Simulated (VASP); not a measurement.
# SrCl2 (Fm-3m) in VASP: further runs, part 2 of 3

VASP 6.6.1.

**3. Single point, PBEsol**

This run uses another cell than the first one, of 27.50 Å³/atom, 1.020 times its volume.

File INCAR:

```
PREC     = Accurate       # precision mode
ENCUT    = 520            # plane-wave cutoff, eV
EDIFF    = 1E-7           # SCF threshold, eV
ISMEAR   = -1             # smearing method
SIGMA    = 0.05           # smearing width, eV
LREAL    = F              # projectors in reciprocal space
LASPH    = T              # aspherical terms in the spheres
NELM     = 100            # most SCF steps
ALGO     = Normal         # electronic algorithm
ISIF     = 2              # what is computed and relaxed
LWAVE    = F              # write WAVECAR
LCHARG   = F              # write CHGCAR
GGA      = PS             # functional
NBANDS   = 19             # bands
```

File KPOINTS:

```
Automatic mesh
0
Gamma
  7 7 7
```

File POSCAR:

```
SrCl2
1.0
    0.0000000000      3.4553209600      3.4553209600
    3.4553209600      0.0000000000      3.4553209600
    3.4553209600      3.4553209600      0.0000000000
Sr Cl
1 2
Direct
    0.0000000000      0.0000000000      0.0000000000
    0.7500000000      0.7500000000      0.7500000000
    0.2500000000      0.2500000000      0.2500000000
```

Potentials or basis: VASP PAW PBE potentials, release 64 (Sr_sv, Cl).

Launch:

```
$ cat potpaw_PBE.64/Sr_sv/POTCAR potpaw_PBE.64/Cl/POTCAR > POTCAR
$ mpirun -np 1 vasp_std > vasp.out
```

OUTCAR:

```text
PREC = Accurate
   ENCUT = 520
   EDIFF = 1E-7
   ISMEAR = -1
   LREAL = F
   LASPH = T
   NELM = 100
   ISIF = 2
   GGA = PS

 ion  position               nearest neighbor table
   1  0.000  0.000  0.000-   2 2.99   2 2.99   2 2.99   2 2.99   3 2.99   3 2.99   3 2.99   3 2.99

   2  0.750  0.750  0.750-   1 2.99   1 2.99   1 2.99   1 2.99
   3  0.250  0.250  0.250-   1 2.99   1 2.99   1 2.99   1 2.99

  LATTYP: Found a face centered cubic cell.
 ALAT       =     6.9106419200

  Lattice vectors:

 A1 = (   0.0000000000,   3.4553209600,   3.4553209600)
 A2 = (   3.4553209600,   0.0000000000,   3.4553209600)
 A3 = (   3.4553209600,   3.4553209600,   0.0000000000)

Analysis of symmetry for initial positions (statically):
=====================================================================
 Subroutine PRICEL returns:
 Original cell was already a primitive cell.

 Routine SETGRP: Setting up the symmetry group for a
 face centered cubic supercell.

 Subroutine GETGRP returns: Found 48 space group operations
 (whereof 48 operations were pure point group operations)
 out of a pool of 48 trial point group operations.

The static configuration has the point symmetry O_h .

Analysis of symmetry for dynamics (positions and initial velocities):
=====================================================================
 Subroutine PRICEL returns:
 Original cell was already a primitive cell.

 Routine SETGRP: Setting up the symmetry group for a
 face centered cubic supercell.

 Subroutine GETGRP returns: Found 48 space group operations
 (whereof 48 operations were pure point group operations)
 out of a pool of 48 trial point group operations.

The dynamic configuration has the point symmetry O_h .

 Subroutine INISYM returns: Found 48 space group operations
 (whereof 48 operations are pure point group operations),
[... 107 lines left out ...]
   EFERMI =   0.00;   METHOD = LEGACY
   ISMEAR =    -1;   SIGMA  =   0.05  broadening in eV -4-tet -1-fermi 0-gaus
   EFERMI_NEDOS =   21; number of points for ismear=-14 and -15
   IALGO  =     38    algorithm
   IMIX   =      4    mixing-type and parameters
     AMIX     =   0.40;   BMIX     =  1.00
     AMIX_MAG =   1.60;   BMIX_MAG =  1.00
  volume/ion in A,a.u.               =      27.50       185.60
  Fermi-wavevector in a.u.,A,eV,Ry     =   1.084710  2.049804 16.008548  1.176595
  Thomas-Fermi vector in A             =   2.220806
   LORBIT       =      0    0 simple, 1 ext, 2 COOP (PROOUT), +10 PAW based schemes
   GGA     = PS    functional components
   LHFCALC =     F    Hartree Fock is set to
   AEXX    =    0.0000 exact exchange contribution
   IVDW    =     0    specifies the selected vdW correction
   LEPSILON=     F    determine dielectric tensor
   LRPA    =     F    only Hartree local field effects (RPA)
 non-spin polarized calculation
  energy-cutoff  :      520.00
  volume of cell :       82.51
 maximum number of plane-waves:      2239
   NGX = 19   NGY = 19   NGZ = 19

 number of electron      24.0000002 magnetization

 Free energy of the ion-electron system (eV)
  ---------------------------------------------------
  ext. energy  EPLUGINS =         0.00000000
  ---------------------------------------------------
  free energy    TOTEN  =       -13.34260527 eV

  energy without entropy =      -13.34260527  energy(sigma->0) =      -13.34260527

 E-fermi :   1.3135     XC(G=0):  -8.6186

 val. band max:        0.2363709364   @ k =  -0.4286   0.4286   0.0000
 cond. band min:       5.5117470646   @ k =   0.0000   0.0000   0.0000
 fundamental gap:      5.2753761282
 Fermi energy:         1.3135078357

 k-point     1 :       0.0000    0.0000    0.0000
  band No.  band energies     occupation
      1     -32.4361      2.00000
      2     -14.4661      2.00000
      3     -14.4661      2.00000
      4     -14.4661      2.00000
      5     -13.1146      2.00000
      6     -12.1859      2.00000
[... 417 lines left out ...]
      6     -12.3292      2.00000
[... 11 lines left out ...]
     18       9.6625      0.00000
     19      10.7028      0.00000

------------------------ aborting loop because EDIFF is reached ----------------------------------------

  FORCE on cell =-STRESS in cart. coord.  units (eV):
  Direction    XX          YY          ZZ          XY          YZ          ZX
  --------------------------------------------------------------------------------------
  -------------------------------------------------------------------------------------
  Total        0.0471587      0.0471587      0.0471587      0.0000000      0.0000000     -0.0000000
  in kB        0.9157512      0.9157512      0.9157512      0.0000000      0.0000000     -0.0000000
  external PRESSURE =       0.9157512 kB  Pullay stress =       0.0000000 kB

 VOLUME and BASIS-vectors are now :
 -----------------------------------------------------------------------------
  energy-cutoff  :      520.00
  volume of cell :       82.51
      direct lattice vectors                 reciprocal lattice vectors
     0.000000000  3.455320960  3.455320960    -0.144704358  0.144704358  0.144704358
     3.455320960  0.000000000  3.455320960     0.144704358 -0.144704358  0.144704358
     3.455320960  3.455320960  0.000000000     0.144704358  0.144704358 -0.144704358

 POSITION                                       TOTAL-FORCE (eV/Angst)
 -----------------------------------------------------------------------------------
      0.00000      0.00000      0.00000         0.000000     -0.000000     -0.000000
      5.18298      5.18298      5.18298         0.000000      0.000000      0.000000
      1.72766      1.72766      1.72766        -0.000000     -0.000000     -0.000000
 -----------------------------------------------------------------------------------
    total drift:                                0.000000      0.000000      0.000000

  FREE ENERGIE OF THE ION-ELECTRON SYSTEM (eV)
  ---------------------------------------------------
  free  energy   TOTEN  =       -13.3426052652 eV

  energy  without entropy=      -13.3426052652  energy(sigma->0) =      -13.34260527
```

OSZICAR:

```text
N       E                     dE             d eps       ncg     rms          rms(c)
DAV:   1     0.140846248254E+03    0.14085E+03   -0.11364E+04   760   0.113E+03
DAV:   2    -0.466893290488E+01   -0.14552E+03   -0.14215E+03  1019   0.220E+02
DAV:   3    -0.133224728280E+02   -0.86535E+01   -0.86275E+01  1018   0.544E+01
DAV:   4    -0.135581119499E+02   -0.23564E+00   -0.23526E+00  1210   0.779E+00
DAV:   5    -0.135605625047E+02   -0.24506E-02   -0.24504E-02  1038   0.796E-01    0.148E+01
DAV:   6    -0.133350561903E+02    0.22551E+00   -0.43237E-01   877   0.371E+00    0.925E+00
DAV:   7    -0.133382723595E+02   -0.32162E-02   -0.28672E-01  1027   0.330E+00    0.156E+00
DAV:   8    -0.133398789626E+02   -0.16066E-02   -0.46193E-02   894   0.115E+00    0.342E-01
DAV:   9    -0.133411615620E+02   -0.12826E-02   -0.15131E-03   964   0.240E-01    0.121E-01
DAV:  10    -0.133423869854E+02   -0.12254E-02   -0.78172E-04   829   0.141E-01    0.313E-02
DAV:  11    -0.133425745436E+02   -0.18756E-03   -0.14735E-04   938   0.564E-02    0.325E-02
DAV:  12    -0.133426051723E+02   -0.30629E-04   -0.43901E-05   843   0.289E-02    0.106E-02
DAV:  13    -0.133426052652E+02   -0.92939E-07   -0.63165E-07  1031   0.469E-03
   1 F= -.13342605E+02 E0= -.13342605E+02  d E =-.495652E-10
```

It took 21 s on 1 thread of Intel Xeon Platinum 8375C at 2.90GHz (Ice Lake), shared host; peak memory 0.21 GiB.

Results:

```yaml
Free_energy: -13.3426 eV
Pressure: 0.1 GPa
Band_gap_on_the_k_mesh: 5.28 eV, indirect (least direct gap 5.56 eV)
```

Levels at points of the mesh, in eV from the valence-band top:
```csv
k point,band 8,band 9,band 10,band 11,band 12,band 13,band 14,band 15,band 16,band 17
"(0.00, 0.00, 0.00)",-2.24,-2.24,-0.32,-0.32,-0.32,5.28,5.99,5.99,8.96,8.96
```

Caveat: the PAW data sets were made with another functional, which shifts forces and pressure a little.

**4. Single point, PBEsol+D3(BJ)**

This run uses another cell than the first one, of 28.30 Å³/atom, 1.049 times its volume.

File INCAR:

```
SYSTEM = SrCl2
PREC = Accurate ; ENCUT = 520
EDIFF = 1E-7 ; ISMEAR = -1
SIGMA = 0.05 ; LREAL = .FALSE.
LASPH = .TRUE. ; NELM = 80
ALGO = Normal ; ISIF = 2
LWAVE = .FALSE. ; LCHARG = .FALSE.
GGA = PS ; IVDW = 12
NBANDS = 19
```

File KPOINTS:

```
regular mesh
0
G
  7 7 7
  0 0 0
```

File POSCAR:

```
SrCl2
1.0
    0.0000000000      3.4883500000      3.4883500000
    3.4883500000      0.0000000000      3.4883500000
    3.4883500000      3.4883500000      0.0000000000
Sr Cl
1 2
Direct
    0.0000000000      0.0000000000      0.0000000000
    0.7500000000      0.7500000000      0.7500000000
    0.2500000000      0.2500000000      0.2500000000
```

Potentials or basis: VASP PAW PBE potentials, release 64 (Sr_sv, Cl).

Launch:

```
$ cat potpaw_PBE.64/Sr_sv/POTCAR potpaw_PBE.64/Cl/POTCAR > POTCAR
$ mpirun -np 1 vasp_std > vasp.out
```

OUTCAR:

```text
SYSTEM = SrCl2
   PREC = Accurate
   ENCUT = 520
   EDIFF = 1E-7
   ISMEAR = -1
   LREAL = .FALSE.
   LASPH = .TRUE.
   NELM = 80
   ISIF = 2
   GGA = PS
   IVDW = 12
 IVDW          = 12

 ion  position               nearest neighbor table
   1  0.000  0.000  0.000-   2 3.02   2 3.02   2 3.02   2 3.02   3 3.02   3 3.02   3 3.02   3 3.02

   2  0.750  0.750  0.750-   1 3.02   1 3.02   1 3.02   1 3.02
   3  0.250  0.250  0.250-   1 3.02   1 3.02   1 3.02   1 3.02

  LATTYP: Found a face centered cubic cell.
 ALAT       =     6.9767000000

  Lattice vectors:

 A1 = (   0.0000000000,   3.4883500000,   3.4883500000)
 A2 = (   3.4883500000,   0.0000000000,   3.4883500000)
 A3 = (   3.4883500000,   3.4883500000,   0.0000000000)

Analysis of symmetry for initial positions (statically):
=====================================================================
 Subroutine PRICEL returns:
 Original cell was already a primitive cell.

 Routine SETGRP: Setting up the symmetry group for a
 face centered cubic supercell.

 Subroutine GETGRP returns: Found 48 space group operations
 (whereof 48 operations were pure point group operations)
 out of a pool of 48 trial point group operations.

[... 158 lines left out ...]

 E-fermi :   1.1756     XC(G=0):  -8.4910

 val. band max:        0.0480110634   @ k =  -0.4286   0.4286   0.0000
 cond. band min:       5.2167378402   @ k =   0.0000   0.0000   0.0000
 fundamental gap:      5.1687267768
 Fermi energy:         1.1755819248

 k-point     1 :       0.0000    0.0000    0.0000
  band No.  band energies     occupation
      1     -32.7169      2.00000
      2     -14.7331      2.00000
      3     -14.7331      2.00000
      4     -14.7331      2.00000
      5     -13.2132      2.00000
      6     -12.3454      2.00000
[... 417 lines left out ...]
      6     -12.5083      2.00000
[... 11 lines left out ...]
     18       9.2860      0.00000
     19      10.4025      0.00000

------------------------ aborting loop because EDIFF is reached ----------------------------------------

 Edisp (eV)   -0.62585

 E8    (eV) :    -0.4144

  FORCE on cell =-STRESS in cart. coord.  units (eV):
  Direction    XX          YY          ZZ          XY          YZ          ZX
  --------------------------------------------------------------------------------------
  -------------------------------------------------------------------------------------
  Total      -1.16338    -1.16338    -1.16338     0.00000     0.00000     0.00000
  in kB     -21.95540   -21.95540   -21.95540     0.00000     0.00000     0.00000
  external pressure =      -21.96 kB  Pullay stress =        0.00 kB

 VOLUME and BASIS-vectors are now :
 -----------------------------------------------------------------------------
  energy-cutoff  :      520.00
  volume of cell :       84.90
      direct lattice vectors                 reciprocal lattice vectors
     0.000000000  3.488350000  3.488350000    -0.143334241  0.143334241  0.143334241
     3.488350000  0.000000000  3.488350000     0.143334241 -0.143334241  0.143334241
     3.488350000  3.488350000  0.000000000     0.143334241  0.143334241 -0.143334241

 POSITION                                       TOTAL-FORCE (eV/Angst)
 -----------------------------------------------------------------------------------
      0.00000      0.00000      0.00000        -0.000000     -0.000000     -0.000000
      5.23252      5.23252      5.23252         0.000000     -0.000000      0.000000
      1.74418      1.74418      1.74418         0.000000      0.000000     -0.000000
 -----------------------------------------------------------------------------------
    total drift:                               -0.000000     -0.000000      0.000000

  FREE ENERGIE OF THE ION-ELECTRON SYSTEM (eV)
  ---------------------------------------------------
  free  energy   TOTEN  =       -13.9627274267 eV

  energy  without entropy=      -13.9627274267  energy(sigma->0) =      -13.96272743
```

OSZICAR:

```text
N       E                     dE             d eps       ncg     rms          rms(c)
DAV:   1     0.140022848761E+03    0.14002E+03   -0.11521E+04   760   0.114E+03
DAV:   2    -0.436479117697E+01   -0.14439E+03   -0.14079E+03   994   0.219E+02
DAV:   3    -0.133072279550E+02   -0.89424E+01   -0.89158E+01   994   0.551E+01
DAV:   4    -0.135573595677E+02   -0.25013E+00   -0.24977E+00  1242   0.808E+00
DAV:   5    -0.135608302276E+02   -0.34707E-02   -0.34703E-02  1043   0.801E-01    0.139E+01
DAV:   6    -0.133276799263E+02    0.23315E+00   -0.45446E-01   886   0.377E+00    0.870E+00
DAV:   7    -0.133312933729E+02   -0.36134E-02   -0.28442E-01  1035   0.328E+00    0.164E+00
DAV:   8    -0.133340694746E+02   -0.27761E-02   -0.45810E-02   883   0.114E+00    0.337E-01
DAV:   9    -0.133353893656E+02   -0.13199E-02   -0.15606E-03   957   0.238E-01    0.118E-01
DAV:  10    -0.133366614054E+02   -0.12720E-02   -0.83013E-04   846   0.144E-01    0.316E-02
DAV:  11    -0.133368443961E+02   -0.18299E-03   -0.14013E-04   971   0.545E-02    0.334E-02
DAV:  12    -0.133368772089E+02   -0.32813E-04   -0.49229E-05   834   0.303E-02    0.122E-02
DAV:  13    -0.133368771116E+02    0.97282E-07   -0.63379E-07  1055   0.476E-03
   1 F= -.13962727E+02 E0= -.13962727E+02  d E =-.197057E-10
```

stdout:

```text
POSCAR found type information on POSCAR SrCl
 POSCAR found :  2 types and       3 ions
 scaLAPACK will be used
 -----------------------------------------------------------------------------
|                                                                             |
|                                                                             |
|     You enforced a specific xc type in the INCAR file but a different       |
|     I HOPE YOU KNOW WHAT YOU ARE DOING!                                     |
|                                                                             |
 -----------------------------------------------------------------------------

 LDA part: xc-table for (Slater+PW92), standard interpolation
 POSCAR, INCAR and KPOINTS ok, starting setup
 FFT: planning ... GRIDC
 FFT: planning ... GRID_SOFT
 FFT: planning ... GRID
 WAVECAR not read
 entering main loop
```

It took 29 s on 1 thread of Intel Xeon Platinum 8375C at 2.90GHz (Ice Lake), shared host; peak memory 0.25 GiB.

Results:

```yaml
Free_energy: -13.9627 eV
Pressure: -2.2 GPa
Band_gap_on_the_k_mesh: 5.17 eV, indirect (least direct gap 5.48 eV)
Dispersion_energy_per_atom: -0.209 eV
```

Caveat: three body term missing; the PAW data sets were made with another functional, which shifts forces and pressure a little.

[end of part 2 of 3]
